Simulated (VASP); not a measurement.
# KI (Fm-3m) in VASP: notebook

The runs below take KI through electric field gradients, with PBE, PBEsol.

Everything below comes from runs of VASP 6.6.1. Logs are shortened: lines on timing, memory, paths and dates and some standing lists are left out, and cuts for length are marked.

## Step 1: The cell of the first run

Symmetry: Fm-3m, No. 225, cubic system. Conventional cell: a = 7.085 Å, b = 7.085 Å, c = 7.085 Å, α = 90.00°, β = 90.00°, γ = 90.00°. Within 4.7 Å of K (site symmetry m-3m) lie 6 I at 3.54 Å. Within 4.7 Å of I (site symmetry m-3m) lie 6 K at 3.54 Å.

## Step 2: Electric field gradients, PBE

INCAR reads:

```
SYSTEM = KI
PREC = Accurate
ENCUT = 520
EDIFF = 1E-8
ISMEAR = -1
SIGMA = 0.02
LREAL = .False.
LASPH = .True.
NELM = 60
ALGO = Normal
ISIF = 2
LWAVE = .False.
LCHARG = .False.
GGA = PE
LEFG = .True.
NBANDS = 15
```

KPOINTS reads:

```
Automatic mesh
0
Gamma
  7 7 7
  0 0 0
```

POSCAR reads:

```
KI
1.0
    0.0000000000      3.5424356157      3.5424356157
    3.5424356157      0.0000000000      3.5424356157
    3.5424356157      3.5424356157      0.0000000000
K I
1 1
Direct
    0.0000000000      0.0000000000      0.0000000000
    0.5000000000      0.5000000000      0.5000000000
```

Potentials or basis: VASP PAW PBE potentials, release 64 (K_sv, I).

On the command line:

```bash
$ cat potpaw_PBE.64/K_sv/POTCAR potpaw_PBE.64/I/POTCAR > POTCAR
$ mpirun -np 1 vasp_std > vasp.out
```

OUTCAR:

```text
SYSTEM = KI
   PREC = Accurate
   ENCUT = 520
   EDIFF = 1E-8
   ISMEAR = -1
   LREAL = .False.
   LASPH = .True.
   NELM = 60
   ISIF = 2
   GGA = PE

 ion  position               nearest neighbor table
   1  0.000  0.000  0.000-   2 3.54   2 3.54   2 3.54   2 3.54   2 3.54   2 3.54
   2  0.500  0.500  0.500-   1 3.54   1 3.54   1 3.54   1 3.54   1 3.54   1 3.54

  LATTYP: Found a face centered cubic cell.
 ALAT       =     7.0848712314

  Lattice vectors:

 A1 = (   0.0000000000,   3.5424356157,   3.5424356157)
 A2 = (   3.5424356157,   0.0000000000,   3.5424356157)
 A3 = (   3.5424356157,   3.5424356157,   0.0000000000)

Analysis of symmetry for initial positions (statically):
=====================================================================
 Subroutine PRICEL returns:
 Original cell was already a primitive cell.

 Routine SETGRP: Setting up the symmetry group for a
 face centered cubic supercell.

 Subroutine GETGRP returns: Found 48 space group operations
 (whereof 48 operations were pure point group operations)
 out of a pool of 48 trial point group operations.

The static configuration has the point symmetry O_h .

Analysis of symmetry for dynamics (positions and initial velocities):
=====================================================================
 Subroutine PRICEL returns:
 Original cell was already a primitive cell.

 Routine SETGRP: Setting up the symmetry group for a
 face centered cubic supercell.

 Subroutine GETGRP returns: Found 48 space group operations
 (whereof 48 operations were pure point group operations)
 out of a pool of 48 trial point group operations.

The dynamic configuration has the point symmetry O_h .

 Subroutine INISYM returns: Found 48 space group operations
 (whereof 48 operations are pure point group operations),
 and found     1 'primitive' translations

----------------------------------------------------------------------------------------

                                     Primitive cell

  volume of cell :      88.9070

  direct lattice vectors                    reciprocal lattice vectors
     0.000000000  3.542435616  3.542435616    -0.141145826  0.141145826  0.141145826
     3.542435616  0.000000000  3.542435616     0.141145826 -0.141145826  0.141145826
     3.542435616  3.542435616  0.000000000     0.141145826  0.141145826 -0.141145826

  length of vectors
     5.009760492  5.009760492  5.009760492     0.244471741  0.244471741  0.244471741

  position of ions in fractional coordinates (direct lattice)
     0.000000000  0.000000000  0.000000000
     0.500000000  0.500000000  0.500000000

  ion indices of the primitive-cell ions
   primitive index   ion index
                 1           1
                 2           2

----------------------------------------------------------------------------------------

 KPOINTS: Automatic mesh

Automatic generation of k-mesh.
 Grid dimensions read from file:
 generate k-points for:    7    7    7

 Generating k-lattice:

  Cartesian coordinates                     Fractional coordinates (reciprocal lattice)
    -0.020163689  0.020163689  0.020163689     0.142857143  0.000000000  0.000000000
     0.020163689 -0.020163689  0.020163689     0.000000000  0.142857143  0.000000000
     0.020163689  0.020163689 -0.020163689     0.000000000  0.000000000  0.142857143

  Length of vectors
     0.034924534  0.034924534  0.034924534

  Shift w.r.t. Gamma in fractional coordinates (k-lattice)
     0.000000000  0.000000000  0.000000000

 Subroutine IBZKPT returns following result:
 ===========================================

 Found     20 irreducible k-points:

 Following reciprocal coordinates:
            Coordinates               Weight
  0.000000  0.000000  0.000000      1.000000
  0.142857  0.000000  0.000000      8.000000
  0.285714  0.000000  0.000000      8.000000
  0.428571  0.000000  0.000000      8.000000
  0.142857  0.142857  0.000000      6.000000
  0.285714  0.142857  0.000000     24.000000
[... 12 lines left out ...]
 -0.428571  0.428571  0.142857     24.000000
 -0.285714  0.428571  0.142857     24.000000
   k-points           NKPTS =     20   k-points in BZ     NKDIM =     20   number of bands    NBANDS=     15
   number of dos      NEDOS =    301   number of ions     NIONS =      2
   total plane-waves  NPLWV =  64000
   dimension x,y,z NGX =    40 NGY =   40 NGZ =   40
   dimension x,y,z NGXF=    80 NGYF=   80 NGZF=   80
   ions per type =               1   1
   NGX,Y,Z   is equivalent  to a cutoff of  13.27, 13.27, 13.27 a.u.
   NGXF,Y,Z  is equivalent  to a cutoff of  26.55, 26.55, 26.55 a.u.
 SYSTEM =  KI
   PREC   = accura    normal or accurate (medium, high low for compatibility)
   ISTART =      0    job   : 0-new  1-cont  2-samecut
   ICHARG =      2    charge: 1-file 2-atom 10-const
   ISPIN  =      1    spin polarized calculation?
   LNONCOLLINEAR =      F non collinear calculations
   LSORBIT =      F    spin-orbit coupling
   LASPH  =      T    aspherical Exc in radial PAW
   ENCUT  =  520.0 eV  38.22 Ry    6.18 a.u.   9.31  9.31  9.31*2*pi/ulx,y,z
   NELM   =     60;   NELMIN=  2; NELMDL= -5     # of ELM steps
   EDIFF  = 0.1E-07   stopping-criterion for ELM
   LREAL  =      F    real-space projection
   EDIFFG = 0.1E-06   stopping-criterion for IOM
   NSW    =      0    number of steps for IOM
   IBRION =     -1    ionic relax: 0-MD 1-quasi-New 2-CG
   NFREE  =      0    steps in history (QN), initial steepest desc. (CG)
   ISIF   =      2    stress and relaxation
   ISYM   =      2    0-nonsym 1-usesym 2-fastsym
   POTIM  = 0.5000    time-step for ionic-motion
   TEBEG  =    0.0;   TEEND  =   0.0 temperature during run
   PSTRESS=    0.0 pullay stress
   NELECT =      16.0000    total number of electrons
   NUPDOWN=      -1.0000    fix difference up-down
   EMIN   =  10.00;   EMAX   =-10.00  energy-range for DOS
   EFERMI =   0.00;   METHOD = LEGACY
   ISMEAR =    -1;   SIGMA  =   0.02  broadening in eV -4-tet -1-fermi 0-gaus
   EFERMI_NEDOS =   21; number of points for ismear=-14 and -15
   IALGO  =     38    algorithm
   IMIX   =      4    mixing-type and parameters
     AMIX     =   0.40;   BMIX     =  1.00
     AMIX_MAG =   1.60;   BMIX_MAG =  1.00
  volume/ion in A,a.u.               =      44.45       299.99
  Fermi-wavevector in a.u.,A,eV,Ry     =   0.924279  1.746633 11.623332  0.854291
  Thomas-Fermi vector in A             =   2.050007
   LORBIT       =      0    0 simple, 1 ext, 2 COOP (PROOUT), +10 PAW based schemes
   GGA     = PE    functional components
   LHFCALC =     F    Hartree Fock is set to
   AEXX    =    0.0000 exact exchange contribution
   IVDW    =     0    specifies the selected vdW correction
   LEPSILON=     F    determine dielectric tensor
   LRPA    =     F    only Hartree local field effects (RPA)
 non-spin polarized calculation
  energy-cutoff  :      520.00
  volume of cell :       88.91
 maximum number of plane-waves:      2421
 NGX is ok and might be reduce to    40
   NGX = 19   NGY = 19   NGZ = 19

 number of electron      15.9999999 magnetization

 Free energy of the ion-electron system (eV)
  ---------------------------------------------------
  ext. energy  EPLUGINS =         0.00000000
  ---------------------------------------------------
  free energy    TOTEN  =        -5.55898590 eV

  energy without entropy =       -5.55898590  energy(sigma->0) =       -5.55898590

 E-fermi :  -0.0710     XC(G=0):  -7.1455

 val. band max:       -0.4577453279   @ k =   0.0000   0.0000   0.0000
 cond. band min:       3.4862338872   @ k =   0.0000   0.0000   0.0000
 fundamental gap:      3.9439792151
 Fermi energy:        -0.0709556311

 k-point     1 :       0.0000    0.0000    0.0000
  band No.  band energies     occupation
      1     -28.9741      2.00000
      2     -12.4607      2.00000
      3     -12.4607      2.00000
      4     -12.4607      2.00000
      5     -10.9475      2.00000
      6      -0.4577      2.00000
      7      -0.4577      2.00000
      8      -0.4577      2.00000
      9       3.4862      0.00000
     10       6.0421      0.00000
     11       6.0421      0.00000
     12       6.0421      0.00000
     13       6.7538      0.00000
     14       6.7538      0.00000
     15       9.3222      0.00000

 k-point     2 :       0.1429    0.0000    0.0000
  band No.  band energies     occupation
      1     -28.9737      2.00000
      2     -12.4899      2.00000
      3     -12.4611      2.00000
      4     -12.4611      2.00000
      5     -10.8950      2.00000
      6      -0.7765      2.00000
      7      -0.5248      2.00000
      8      -0.5248      2.00000
      9       3.9646      0.00000
     10       5.9614      0.00000
     11       6.2578      0.00000
     12       6.2578      0.00000
     13       6.9840      0.00000
     14       6.9840      0.00000
     15       9.9873      0.00000

 k-point     3 :       0.2857    0.0000    0.0000
  band No.  band energies     occupation
      1     -28.9729      2.00000
      2     -12.5501      2.00000
      3     -12.4621      2.00000
      4     -12.4621      2.00000
      5     -10.7813      2.00000
      6      -1.3407      2.00000
      7      -0.6663      2.00000
      8      -0.6663      2.00000
      9       4.7331      0.00000
     10       6.2631      0.00000
     11       6.8040      0.00000
     12       6.8040      0.00000
     13       7.6339      0.00000
     14       7.6339      0.00000
     15       9.5143      0.00000
[... 271 lines left out ...]
 k-point    19 :      -0.4286    0.4286    0.1429
  band No.  band energies     occupation
      1     -28.9716      2.00000
      2     -12.5164      2.00000
      3     -12.4833      2.00000
      4     -12.4822      2.00000
      5     -10.7685      2.00000
      6      -1.3810      2.00000
      7      -0.9508      2.00000
      8      -0.9236      2.00000
      9       5.0741      0.00000
     10       5.8263      0.00000
     11       7.0003      0.00000
     12       7.8967      0.00000
     13       8.1693      0.00000
     14       8.9957      0.00000
     15       9.4763      0.00000

 k-point    20 :      -0.2857    0.4286    0.1429
  band No.  band energies     occupation
      1     -28.9715      2.00000
      2     -12.5213      2.00000
      3     -12.4929      2.00000
      4     -12.4791      2.00000
      5     -10.7471      2.00000
      6      -1.2393      2.00000
      7      -1.2196      2.00000
      8      -0.9306      2.00000
      9       5.6324      0.00000
     10       6.2682      0.00000
     11       6.4073      0.00000
     12       7.7187      0.00000
     13       8.2884      0.00000
     14       8.8360      0.00000
     15       9.6034      0.00000

------------------------ aborting loop because EDIFF is reached ----------------------------------------

  FORCE on cell =-STRESS in cart. coord.  units (eV):
  Direction    XX          YY          ZZ          XY          YZ          ZX
  --------------------------------------------------------------------------------------
  -------------------------------------------------------------------------------------
  Total        0.2794777      0.2794777      0.2794777     -0.0000000      0.0000000      0.0000000
  in kB        5.0364186      5.0364186      5.0364186     -0.0000000      0.0000000      0.0000000
  external PRESSURE =       5.0364186 kB  Pullay stress =       0.0000000 kB

 VOLUME and BASIS-vectors are now :
 -----------------------------------------------------------------------------
  energy-cutoff  :      520.00
  volume of cell :       88.91
      direct lattice vectors                 reciprocal lattice vectors
     0.000000000  3.542435616  3.542435616    -0.141145826  0.141145826  0.141145826
     3.542435616  0.000000000  3.542435616     0.141145826 -0.141145826  0.141145826
     3.542435616  3.542435616  0.000000000     0.141145826  0.141145826 -0.141145826

 POSITION                                       TOTAL-FORCE (eV/Angst)
 -----------------------------------------------------------------------------------
      0.00000      0.00000      0.00000         0.000000      0.000000      0.000000
      3.54244      3.54244      3.54244        -0.000000     -0.000000     -0.000000
 -----------------------------------------------------------------------------------
    total drift:                                0.000000     -0.000000     -0.000000

  FREE ENERGIE OF THE ION-ELECTRON SYSTEM (eV)
  ---------------------------------------------------
  free  energy   TOTEN  =        -5.5589859039 eV

  energy  without entropy=       -5.5589859039  energy(sigma->0) =       -5.55898590

 Electric field gradients (V/A^2)
---------------------------------------------------------------------
 ion       V_xx      V_yy      V_zz      V_xy      V_xz      V_yz
---------------------------------------------------------------------
   1       0.000    -0.000    -0.000    -0.000    -0.000    -0.000
   2       0.000     0.000     0.000    -0.000    -0.000    -0.000
---------------------------------------------------------------------

 Electric field gradients after diagonalization (V/A^2)
 (convention: |V_zz| > |V_xx| > |V_yy|)
----------------------------------------------------------------------
 ion       V_xx      V_yy      V_zz     asymmetry (V_yy - V_xx)/ V_zz
----------------------------------------------------------------------
   1       0.000     0.000    -0.001       0.000
   2       0.000     0.000    -0.000       0.000
----------------------------------------------------------------------

           NMR quadrupolar parameters

 Cq : quadrupolar parameter    Cq=e*Q*V_zz/h
 eta: asymmetry parameters     (V_yy - V_xx)/ V_zz
 Q  : nuclear electric quadrupole moment in mb (millibarn)
----------------------------------------------------------------------
 ion       Cq(MHz)       eta       Q (mb)
----------------------------------------------------------------------
   1      -0.000       0.000       1.000
   2      -0.000       0.000       1.000
----------------------------------------------------------------------
```

It took 36 s on 1 thread of Intel Xeon Platinum 8488C (Sapphire Rapids), shared host; peak memory 0.25 GiB.

Results:

```yaml
Free_energy: -5.5590 eV
Pressure: 0.5 GPa
Band_gap_on_the_k_mesh: 3.94 eV, direct
```

Caveat: without QUAD_EFG the Cq values of the log hold for a quadrupole moment of 1 mb, not for the nuclei; spin-orbit coupling is left out, which moves the levels of the heavy elements. A hybrid or GW would open this gap; PBE tends to underestimate it.

[end of part 1 of 3]
